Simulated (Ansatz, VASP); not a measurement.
Mo: VASP beside Ansatz

```
Mo
1.0
     0.00000    2.09560    2.01500
     2.09560    0.00000    2.01500
     2.09560    2.09560    0.00000
Mo
1
Direct
  0.00000 0.00000 0.00000
```

Change from the starting cell: strain +0.040 along x and y, +0.000 along z, atoms carried along.

Alike in both runs: task single point; functional PBE; k mesh 20 × 20 × 20; occupations gaussian, width 0.15 eV; no spin polarisation.

|  | VASP | Ansatz |
| --- | --- | --- |
| version | VASP 6.6.1 | Ansatz 0.2.0 |
| potentials or method | VASP PAW PBE potentials, release 64 (Mo_sv), cutoff 520 eV | scalar-relativistic, plane waves, PAW |
| valence electrons in the cell | 14 | 14 |

VASP gave:

```
gap on the k mesh at the Fermi level (eV)                     : none
pressure (GPa)                                                : -18.9
traceless stress, the component that is largest in VASP (GPa) : -4.99
```

Q: What did Ansatz give for the same quantities?

A: gap on the k mesh at the Fermi level (eV): none; pressure (GPa): -19.2; traceless stress, the component that is largest in VASP (GPa): -5.00.

A gap of «none» marks a metal or a gap that the smearing closes. With one functional, cell and mesh, what is left measures potentials, basis and numerics.
